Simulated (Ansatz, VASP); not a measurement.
Two plane-wave programs on Ca2SiN2

File INCAR:

```
SYSTEM = Ca2SiN2
ALGO = Normal
EDIFF = 1E-7
EDIFFG = -0.01
ENCUT = 600
GGA = PE
GGA_COMPAT = .FALSE.
IBRION = 2
ISIF = 3
ISMEAR = 0
LASPH = .TRUE.
LCHARG = .FALSE.
LREAL = .FALSE.
LWAVE = .FALSE.
NELM = 120
NELMIN = 4
NSW = 100
PREC = Accurate
SIGMA = 0.1
```

KPOINTS

```
k-points
0
G
  12 12 8
  0 0 0
```

File POSCAR:

```
Ca2SiN2
1.0
    5.5081487517      0.0000000000      0.0000000000
   -2.7540743759      4.7701967468      0.0000000000
    0.0000000000      0.0000000000      5.1403990521
Ca Si N
2 1 2
Direct
    0.3333333333      0.6666666667      0.0000000000
    0.6666666667      0.3333333333      0.0000000000
    0.0000000000      0.0000000000      0.0000000000
    0.0000000000      0.0000000000      0.6144974596
    0.0000000000      0.0000000000      0.3855025404
```

Input for Ansatz:

```yaml
crystal:
  lattice:
    - [5.5081487517, 0.0, 0.0]
    - [-2.7540743759, 4.7701967468, 0.0]
    - [0.0, 0.0, 5.1403990521]
  atoms:
    - { symbol: Ca, position: [0.3333333333, 0.6666666667, 0.0] }
    - { symbol: Ca, position: [0.6666666667, 0.3333333333, 0.0] }
    - { symbol: Si, position: [0.0, 0.0, 0.0] }
    - { symbol: "N", position: [0.0, 0.0, 0.6144974596] }
    - { symbol: "N", position: [0.0, 0.0, 0.3855025404] }
basis:
  ecutwfc: 420
kpoints:
  mp_grid: { grid: [12, 12, 8] }
hamiltonian:
  xc: pbe
scf:
  occupations: { method: gaussian, width: 0.1 }
output:
  forces: true
  stress: true
  eigenvalues: true
  write_density: true
  write_potential: true
  elf: true
  volumetric_format: npy
relax:
  adjacent_minimum: "off"
  f_tol: 0.01
  max_steps: 80
  cell: { stress_tol: 0.05 }
```

Alike in both runs: task relaxation of cell and atoms; functional PBE; k mesh 12 × 12 × 8; occupations gaussian, width 0.1 eV; no spin polarisation.

|  | VASP | Ansatz |
| --- | --- | --- |
| version | VASP 6.6.1 | Ansatz 0.2.0 |
| potentials or method | VASP PAW PBE potentials, release 64 (Ca_sv, Si, N), cutoff 600 eV | scalar-relativistic, plane waves, PAW |
| valence electrons in the cell | 34 | 34 |

```csv
,VASP,Ansatz,Ansatz less VASP
"gap on the k mesh at the Fermi level, each at its own relaxed structure (eV)",none,none,-
relaxed volume (Å³/atom),27.25,27.46,+0.208
relaxed length of the cell vector where the two differ most in proportion (Å),5.093,5.115,+0.0221
```

A gap of «none» marks a metal or a gap that the smearing closes.

Noted on VASP's run: the standard files for N, O and F lose accuracy on very short bonds.
